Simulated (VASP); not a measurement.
# BN (sol2) (P6_3mc) in VASP: a series of runs

The runs below take BN (sol2) through single point, with PBEsol.

Program: VASP 6.6.1. These are calculated values, not measurements. Logs are shortened: lines on timing, memory, paths and dates and some standing lists are left out, and cuts for length are marked.

### Step 1. The cell of the first run

The structure is hexagonal, space group P6_3mc (No. 186). The conventional cell has a = 2.542 Å, b = 2.542 Å, c = 4.161 Å, α = 90.00°, β = 90.00°, γ = 120.00°. Within 2.1 Å of B (site symmetry 3m) lie 4 N at 1.56 Å. Within 2.1 Å of N (site symmetry 3m) lie 4 B at 1.56 Å.

### Step 2. Single point, PBEsol (strained cell)

File INCAR:

```
SYSTEM = BN
PREC = Accurate
ENCUT = 520
EDIFF = 1E-6
ISMEAR = 0
SIGMA = 0.02
LREAL = .False.
LASPH = .True.
NELM = 60
ALGO = Normal
ISIF = 2
LWAVE = .False.
LCHARG = .False.
GGA = PS
NBANDS = 16
```

File KPOINTS:

```
Automatic mesh
0
Gamma
  9 9 6
  0 0 0
```

File POSCAR:

```
BN
1.0
    2.5423269624      0.0000000000      0.0000000000
   -1.2711634812      2.2017197341      0.0000000000
    0.0000000000      0.0000000000      4.1606277799
B N
2 2
Direct
    0.3333333333      0.6666666667     -0.0003399506
    0.6666666667      0.3333333333      0.4996600494
    0.3333333333      0.6666666667      0.3743399506
    0.6666666667      0.3333333333      0.8743399506
```

Potentials or basis: VASP PAW PBE potentials, release 64 (B, N).

Launch:

```sh
> cat potpaw_PBE.64/B/POTCAR potpaw_PBE.64/N/POTCAR > POTCAR
> mpirun -np 1 vasp_std > vasp.out
```

OUTCAR:

```text
SYSTEM = BN
   PREC = Accurate
   ENCUT = 520
   EDIFF = 1E-6
   ISMEAR = 0
   LREAL = .False.
   LASPH = .True.
   NELM = 60
   ISIF = 2
   GGA = PS

 ion  position               nearest neighbor table
   1  0.333  0.667  1.000-   4 1.56   4 1.56   4 1.56   3 1.56
   2  0.667  0.333  0.500-   3 1.56   3 1.56   3 1.56   4 1.56
   3  0.333  0.667  0.374-   2 1.56   2 1.56   2 1.56   1 1.56
   4  0.667  0.333  0.874-   1 1.56   1 1.56   1 1.56   2 1.56

  LATTYP: Found a hexagonal cell.
 ALAT       =     2.5423269624
 C/A-ratio  =     1.6365431518

  Lattice vectors:

 A1 = (   2.5423269624,   0.0000000000,   0.0000000000)
 A2 = (  -1.2711634812,   2.2017197341,   0.0000000000)
 A3 = (   0.0000000000,   0.0000000000,   4.1606277799)

Analysis of symmetry for initial positions (statically):
=====================================================================
 Subroutine PRICEL returns:
 Original cell was already a primitive cell.

 Routine SETGRP: Setting up the symmetry group for a
 hexagonal supercell.

 Subroutine GETGRP returns: Found 12 space group operations
 (whereof  6 operations were pure point group operations)
 out of a pool of 24 trial point group operations.

The static configuration has the point symmetry C_3v.
 The point group associated with its full space group is C_6v.

Analysis of symmetry for dynamics (positions and initial velocities):
=====================================================================
 Subroutine PRICEL returns:
 Original cell was already a primitive cell.

 Routine SETGRP: Setting up the symmetry group for a
 hexagonal supercell.

 Subroutine GETGRP returns: Found 12 space group operations
 (whereof  6 operations were pure point group operations)
 out of a pool of 24 trial point group operations.

The dynamic configuration has the point symmetry C_3v.
 The point group associated with its full space group is C_6v.

 Subroutine INISYM returns: Found 12 space group operations
 (whereof  6 operations are pure point group operations),
 and found     1 'primitive' translations

----------------------------------------------------------------------------------------

                                     Primitive cell

  volume of cell :      23.2891

  direct lattice vectors                    reciprocal lattice vectors
     2.542326962  0.000000000  0.000000000     0.393340438  0.227095208  0.000000000
[... 93 lines left out ...]
   NSW    =      0    number of steps for IOM
   IBRION =     -1    ionic relax: 0-MD 1-quasi-New 2-CG
   NFREE  =      0    steps in history (QN), initial steepest desc. (CG)
   ISIF   =      2    stress and relaxation
   ISYM   =      2    0-nonsym 1-usesym 2-fastsym
   POTIM  = 0.5000    time-step for ionic-motion
   TEBEG  =    0.0;   TEEND  =   0.0 temperature during run
   PSTRESS=    0.0 pullay stress
   NELECT =      16.0000    total number of electrons
   NUPDOWN=      -1.0000    fix difference up-down
   EMIN   =  10.00;   EMAX   =-10.00  energy-range for DOS
   EFERMI =   0.00;   METHOD = LEGACY
   ISMEAR =     0;   SIGMA  =   0.02  broadening in eV -4-tet -1-fermi 0-gaus
   EFERMI_NEDOS =   21; number of points for ismear=-14 and -15
   IALGO  =     38    algorithm
   IMIX   =      4    mixing-type and parameters
     AMIX     =   0.40;   BMIX     =  1.00
     AMIX_MAG =   1.60;   BMIX_MAG =  1.00
  volume/ion in A,a.u.               =       5.82        39.29
  Fermi-wavevector in a.u.,A,eV,Ry     =   1.444544  2.729792 28.391371  2.086707
  Thomas-Fermi vector in A             =   2.562827
   LORBIT       =      0    0 simple, 1 ext, 2 COOP (PROOUT), +10 PAW based schemes
   GGA     = PS    functional components
   LHFCALC =     F    Hartree Fock is set to
   AEXX    =    0.0000 exact exchange contribution
   IVDW    =     0    specifies the selected vdW correction
   LEPSILON=     F    determine dielectric tensor
   LRPA    =     F    only Hartree local field effects (RPA)
 non-spin polarized calculation
 Gauss-broadening in eV      SIGMA  =   0.02
  energy-cutoff  :      520.00
  volume of cell :       23.29
 maximum number of plane-waves:       652
 NGX is ok and might be reduce to    20
   NGX =  9   NGY =  9   NGZ = 15

 number of electron      16.0000000 magnetization

 Free energy of the ion-electron system (eV)
  ---------------------------------------------------
  ext. energy  EPLUGINS =         0.00000000
  ---------------------------------------------------
  free energy    TOTEN  =       -36.61644208 eV

  energy without entropy =      -36.61644208  energy(sigma->0) =      -36.61644208

 E-fermi :   7.8740     XC(G=0): -13.0762

 val. band max:        7.6922597827   @ k =   0.0000   0.0000   0.0000
 cond. band min:      12.6755355662   @ k =   0.3333   0.3333   0.0000
 fundamental gap:      4.9832757836
 Fermi energy:         7.8740012190

 k-point     1 :       0.0000    0.0000    0.0000
  band No.  band energies     occupation
      1     -12.8966      2.00000
      2      -8.5278      2.00000
      3      -3.4213      2.00000
      4       5.4452      2.00000
      5       5.4452      2.00000
      6       7.4551      2.00000
[... 433 lines left out ...]
      3      -1.6199      2.00000
      4      -0.2221      2.00000
      5      -0.2221      2.00000
      6       1.7788      2.00000
[... 8 lines left out ...]
     15      23.9638      0.00000
     16      23.9638      0.00000

 [... further k-points ...]

------------------------ aborting loop because EDIFF is reached ----------------------------------------

  FORCE on cell =-STRESS in cart. coord.  units (eV):
  Direction    XX          YY          ZZ          XY          YZ          ZX
  --------------------------------------------------------------------------------------
  -------------------------------------------------------------------------------------
  Total        0.1070378      0.1070378      1.6846966      0.0000000      0.0000000     -0.0000000
  in kB        7.3636889      7.3636889    115.8990747      0.0000000      0.0000000     -0.0000000
  external PRESSURE =      43.5421508 kB  Pullay stress =       0.0000000 kB

 VOLUME and BASIS-vectors are now :
 -----------------------------------------------------------------------------
  energy-cutoff  :      520.00
  volume of cell :       23.29
      direct lattice vectors                 reciprocal lattice vectors
     2.542326962  0.000000000  0.000000000     0.393340438  0.227095208  0.000000000
    -1.271163481  2.201719734  0.000000000     0.000000000  0.454190415  0.000000000
     0.000000000  0.000000000  4.160627780     0.000000000  0.000000000  0.240348345

 POSITION                                       TOTAL-FORCE (eV/Angst)
 -----------------------------------------------------------------------------------
     -0.00000      1.46781      4.15921        -0.000000      0.000000     -0.000023
      1.27116      0.73391      2.07890         0.000000      0.000000     -0.000023
     -0.00000      1.46781      1.55749        -0.000000     -0.000000      0.000023
      1.27116      0.73391      3.63780         0.000000      0.000000      0.000023
 -----------------------------------------------------------------------------------
    total drift:                               -0.000000     -0.000000     -0.000328

  FREE ENERGIE OF THE ION-ELECTRON SYSTEM (eV)
  ---------------------------------------------------
  free  energy   TOTEN  =       -36.6164420830 eV

  energy  without entropy=      -36.6164420830  energy(sigma->0) =      -36.61644208
```

stdout:

```text
POSCAR found type information on POSCAR B N
 POSCAR found :  2 types and       4 ions
 scaLAPACK will be used
 -----------------------------------------------------------------------------
|                                                                             |
|                                                                             |
|     You enforced a specific xc type in the INCAR file but a different       |
|     I HOPE YOU KNOW WHAT YOU ARE DOING!                                     |
|                                                                             |
 -----------------------------------------------------------------------------

 LDA part: xc-table for (Slater+PW92), standard interpolation
 POSCAR, INCAR and KPOINTS ok, starting setup
 FFT: planning ... GRIDC
 FFT: planning ... GRID_SOFT
 FFT: planning ... GRID
 WAVECAR not read
 entering main loop
```

It took 7.1 s on 1 thread of Intel Xeon 6975P-C (Granite Rapids), shared host; peak memory 0.13 GiB.

What came out:

```
Free energy            : -36.6164 eV
Pressure               : 4.4 GPa
Band gap on the k mesh : 4.98 eV, indirect (least direct gap 8.20 eV)
```

Levels at points of the mesh, in eV from the valence-band top:
| k point | band 6 | band 7 | band 8 | band 9 | band 10 | band 11 |
| --- | --- | --- | --- | --- | --- | --- |
| (0.00, 0.00, 0.00) | -0.24 | 0.00 | 0.00 | 8.27 | 8.27 | 8.97 |
| (0.00, 0.00, 0.50) | -1.25 | -1.25 | -1.25 | 9.42 | 9.42 | 9.88 |

Caveat: the cell differs from its parent crystal (strained cell); the PAW data sets were made with another functional, which shifts forces and pressure a little.

### Step 3. Single point, PBEsol (strained cell)

File INCAR:

```
SYSTEM = BN
PREC = Accurate ; ENCUT = 520
EDIFF = 1E-7 ; ISMEAR = 0
SIGMA = 0.02 ; LREAL = .False.
LASPH = .True. ; NELM = 100
ALGO = Normal ; ISIF = 2
LWAVE = .False. ; LCHARG = .False.
GGA = PS ; NBANDS = 16
```

File KPOINTS:

```
regular mesh
0
Gamma
  9 9 6
  0 0 0
```

Edit POSCAR of step 2 so:

```diff
@@ -2,4 +2,4 @@
 1.0
-    2.5423269624      0.0000000000      0.0000000000
-   -1.2711634812      2.2017197341      0.0000000000
+    2.5420668337      0.0000000000      0.0000000000
+   -1.2710334168      2.2014944561      0.0000000000
     0.0000000000      0.0000000000      4.1606277799
```

Potentials or basis: VASP PAW PBE potentials, release 64 (B, N).

Launch:

```sh
> cat potpaw_PBE.64/B/POTCAR potpaw_PBE.64/N/POTCAR > POTCAR
> mpirun -np 1 vasp_std > vasp.out
```

It took 7.6 s on 1 thread of Intel Xeon 6975P-C (Granite Rapids), shared host; peak memory 0.13 GiB.

Results (log left out):

| Property | Result |
| --- | --- |
| Free energy | -36.6164 eV |
| Pressure | 4.4 GPa |
| Band gap on the k mesh | 4.98 eV, indirect (least direct gap 8.20 eV) |

Stress tensor (GPa, compression positive):
```
 0.85  0.00  0.00
 0.00  0.85  0.00
 0.00  0.00 11.60
```

Levels at points of the mesh, in eV from the valence-band top:
```csv
k point,band 5,band 6,band 7,band 8,band 9,band 10,band 11,band 12
"(0.00, 0.00, 0.00)",-2.25,-0.24,0.00,0.00,8.27,8.27,8.96,9.45
"(0.00, 0.00, 0.50)",-1.25,-1.25,-1.25,-1.25,9.42,9.42,9.88,9.88
```

Caveat: the cell differs from its parent crystal (strained cell); the PAW data sets were made with another functional, which shifts forces and pressure a little.
